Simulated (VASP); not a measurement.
The system is PbSe (Clausthalite).

```
Pb Se
1.0
     0.00000    3.06065    3.06065
     3.06065    0.00000    3.06065
     3.06065    3.06065    0.00000
Pb Se
1 1
Cartesian
  0.0000 0.0000 0.0000
  3.0606 3.0606 3.0606
```

Program: VASP 6.6.1. Alike in all runs: task single point; cell as given; cutoff (eV) 520.

Task: Order these runs on this cell by their pressure, lowest first.
A. level PBE exchange alone; potentials or basis VASP PAW PBE potentials, release 64 (Pb_d, Se); spin off; k mesh 8 × 8 × 8; smearing fermi-dirac 0.05 eV
B. level revPBE+D4; potentials or basis VASP PAW PBE potentials, release 64 (Pb_d, Se); spin non-collinear, zero start, SOC; k mesh 8 × 8 × 8; smearing fermi-dirac 0.15 eV
C. level LDA; potentials or basis VASP PAW LDA potentials, release 64 (Pb_d, Se); spin non-collinear, zero start, SOC; k mesh 6 × 6 × 6; smearing fermi-dirac 0.05 eV
D. level RPBE; potentials or basis VASP PAW PBE potentials, release 64 (Pb_d, Se); spin off; k mesh 8 × 8 × 8; smearing fermi-dirac 0.05 eV
E. level PBE; potentials or basis VASP PAW PBE potentials, release 64 (Pb_d, Se); spin off; k mesh 8 × 8 × 8; smearing methfessel-paxton 0.1 eV

Result: C (-2.5 GPa), B (0.0 GPa), E (2.4 GPa), D (4.2 GPa), A (11.4 GPa).

Caveats: the PAW data sets were made with another functional, which shifts forces and pressure a little (some runs).
